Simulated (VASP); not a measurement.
Crystal: HfC.

```
Hf C
1.0
     3.22835    0.00000    0.00000
    -1.61417    2.79583    0.00000
     0.00000    0.00000    2.89901
Hf C
1 1
Direct
  0.00000 0.00000 0.00000
  0.66667 0.33333 0.50000
```

Base run:

```yaml
Program: VASP 6.6.1
Functional: r2SCAN
Potentials_or_basis: VASP PAW PBE potentials, release 64 (Hf_pv, C)
Cutoff: 520 eV
k_mesh: 12 × 12 × 12
Occupations: gaussian, width 0.05 eV
Spin: no spin polarisation
```

Its results: band gap on the k mesh zero (bands 7 and 8 overlap by 0.10 eV); pressure -1.1 GPa.

After a change of settings the same cell gave: band gap on the k mesh zero (bands 7 and 8 overlap by 0.10 eV); pressure -3.2 GPa. Which change was it?
A. occupations from gaussian, width 0.05 eV to tetrahedron; further incar settings from ALGO = Normal; EDIFF = 1e-06; NBANDS = 14 to ALGO = Normal; EDIFF = 1e-07; NBANDS = 14
B. dispersion from none to D3(BJ)
C. occupations from gaussian, width 0.05 eV to tetrahedron

B.

Dispersion adds attraction, which lowers the pressure at fixed volume and, as a term added to the energy, leaves the levels alone.

Caveats: the PAW data sets were made with another functional, which shifts forces and pressure a little; spin-orbit coupling is left out, which moves the levels of the heavy elements; three body term missing (at least some runs); the cell stands under tension (at least some runs).
